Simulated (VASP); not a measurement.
Write the native input for VASP 6.6.1 that does the following.

| Item | Value |
| --- | --- |
| Task | electric field gradients |
| Functional | PBE |
| Potentials or basis | VASP PAW PBE potentials, release 64 (Cd, S) |
| Cutoff | 520 eV |
| k mesh | 8 × 8 × 8 |
| Occupations | fermi-dirac, width 0.01 eV |
| Spin | no spin polarisation |
| Dipole correction | no |
| Further INCAR settings | ALGO = Normal; EDIFF = 1e-08; NBANDS = 16 |

The structure of CdS lies in POSCAR:

```
CdS
1.0
    0.0000000000      2.9100000000      2.9100000000
    2.9100000000      0.0000000000      2.9100000000
    2.9100000000      2.9100000000      0.0000000000
Cd S
1 1
Direct
    0.0000000000      0.0000000000      0.0000000000
    0.7500000000      0.7500000000      0.7694395189
```

This cell differs from its parent crystal: atom 2 (S) moved by [0.056569, 0.056569, 0.0] A.

These files were run (other wordings do the same):

INCAR

```
SYSTEM = CdS
PREC     = Accurate       ! precision mode
ENCUT    = 520            ! plane-wave cutoff, eV
EDIFF    = 1E-8           ! SCF threshold, eV
ISMEAR   = -1             ! smearing method
SIGMA    = 0.01           ! smearing width, eV
LREAL    = .FALSE.        ! projectors in reciprocal space
LASPH    = .TRUE.         ! aspherical terms in the spheres
NELM     = 60             ! most SCF steps
ALGO     = Normal         ! electronic algorithm
ISIF     = 2              ! what is computed and relaxed
LWAVE    = .FALSE.        ! write WAVECAR
LCHARG   = .FALSE.        ! write CHGCAR
GGA      = PE             ! functional
LEFG     = .TRUE.       
NBANDS   = 16             ! bands
```

KPOINTS

```
regular mesh
0
G
  8 8 8
  0 0 0
```

Potentials or basis: VASP PAW PBE potentials, release 64 (Cd, S).

Run with:

```console
$ cat potpaw_PBE.64/Cd/POTCAR potpaw_PBE.64/S/POTCAR > POTCAR
$ mpirun -np 1 vasp_std > vasp.out
```

Results of the run:

```
Pressure               : 3.8 GPa
Largest force          : 0.439 eV/Å
Band gap on the k mesh : 1.16 eV, direct
```

Caveat: the cell differs from its parent crystal (atom 2 (S) moved by [0.056569, 0.056569, 0.0] A); without QUAD_EFG the Cq values of the log hold for a quadrupole moment of 1 mb, not for the nuclei.

Wall time 65 s on 1 thread of AMD EPYC 9R14 (Zen 4), on a shared host, peak memory 0.23 GiB.
